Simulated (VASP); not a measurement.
A run of VASP 6.6.1 is set up as follows.

Contents of INCAR:

```
SYSTEM = Au
  ALGO = Normal
  EDIFF = 1E-6
  ENCUT = 520
  GGA = RP
  ISIF = 2
  ISMEAR = -1
  ISPIN = 2
  IVDW = 13
  LASPH = .True.
  LCHARG = .False.
  LMAXMIX = 4
  LORBIT = 11
  LREAL = .False.
  LWAVE = .False.
  MAGMOM = -0.11
  NBANDS = 16
  NELM = 150
  PREC = Accurate
  SIGMA = 0.025
```

Contents of KPOINTS:

```
k-points
0
Gamma
  11 11 11
  0 0 0
```

Contents of POSCAR:

```
Au
1.0
    0.0000000000      2.0074966285      2.0074966285
    2.0074966285      0.0000000000      2.0074966285
    2.0074966285      2.0074966285      0.0000000000
Au
1
Direct
    0.0000000000      0.0000000000      0.0000000000
```

Potentials or basis: VASP PAW PBE potentials, release 64 (Au).

The run is started by

```sh
$ cat potpaw_PBE.64/Au/POTCAR > POTCAR
$ mpirun -np 1 vasp_std > vasp.out
```

Problem. Estimate the pressure.

Solution. 11.4 GPa.

Problem. Predict the net moment.

Solution. 0.00 μB per cell.

Problem. Estimate the dispersion energy per atom.

Solution. -1.369 eV.

Caveat: the PAW data sets were made with another functional, which shifts forces and pressure a little; pairwise dispersion overbinds metals, which lowers pressure and volume.
